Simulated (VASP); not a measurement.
The system is CdSe.

```
Cd Se
1.0
     0.00000    3.07027    3.07027
     3.07027    0.00000    3.07027
     3.07027    3.07027    0.00000
Cd Se
1 1
Direct
  0.00000 0.00000 0.00000
  0.75000 0.75000 0.75000
```

```yaml
Program: VASP 6.6.1
Task: relaxation of volume and atoms at fixed shape
Functional: PBEsol
Potentials_or_basis: VASP PAW PBE potentials, release 64 (Cd, Se)
Cutoff: 500 eV
k_mesh: 6 × 6 × 6
Occupations: gaussian, width 0.01 eV
Spin: no spin polarisation
```

At the start: pressure -1.1 GPa; volume 28.94 Å³/atom.

Question: Where does the relaxation end?

Answer: Over 3 steps the energy falls by 2.2 meV/atom and the volume is 28.31 Å³/atom (-2.2 %); space group F-43m (No. 216, to 0.1 Å) before and after.

Step by step:
```csv
step,energy change (eV),largest force (eV/Å),pressure (GPa),volume (Å³)
1,0.0000,0.0000,-1.10,57.88
2,-0.0040,0.0000,0.36,56.24
3,-0.0044,0.0000,0.00,56.62
```

Final structure:
```
CELL_PARAMETERS angstrom
0.00000 3.04767 3.04767
3.04767 0.00000 3.04767
3.04767 3.04767 0.00000
ATOMIC_POSITIONS crystal
Cd 0.00000 0.00000 0.00000
Se 0.75000 0.75000 0.75000
```

Caveat: the PAW data sets were made with another functional, which shifts forces and pressure a little.
